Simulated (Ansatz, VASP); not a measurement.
## Two plane-wave programs on NaCl

```
Na Cl
1.0
     2.05844   -3.33492    0.00000
     2.05844    3.33492    0.00000
     0.00000    0.00000    6.80471
Na Cl
2 2
Direct
  0.50000 0.50000 0.50000
  0.50000 0.50000 0.00000
  0.83656 0.16344 0.25000
  0.16344 0.83656 0.75000
```

Change from the starting cell: the structure that the rattled cell fell into.

Alike in both runs: task single point; functional PBE; k mesh 6 × 6 × 4; occupations gaussian, width 0.1 eV; no spin polarisation.

```csv
,VASP,Ansatz
version,VASP 6.6.1,Ansatz 0.2.0
potentials or method,"VASP PAW PBE potentials, release 64 (Na_pv, Cl), cutoff 520 eV","scalar-relativistic, plane waves, PAW"
valence electrons in the cell,28,32
```

VASP gave:

| Item | Value |
| --- | --- |
| gap on the k mesh at the Fermi level (eV) | 4.80 |
| least direct gap on the mesh (eV) | 4.80 |
| pressure (GPa) | -0.2 |
| traceless stress, the component that is largest in VASP (GPa) | -0.92 |
| rms of the force components (eV/Å) | 0.005 |

Problem. What did Ansatz give for the same quantities?

Solution. gap on the k mesh at the Fermi level (eV): 4.80; least direct gap on the mesh (eV): 4.80; pressure (GPa): -0.1; traceless stress, the component that is largest in VASP (GPa): -0.91; rms of the force components (eV/Å): 0.005.

Atom by atom the forces differ by 0.000 eV/Å (rms over components). The functional is the same, so the differences come from potentials, cutoffs and numerics. VASP's potentials hold 28 valence electrons a cell and Ansatz's 32, so a difference there can come from the potentials and not from the codes.
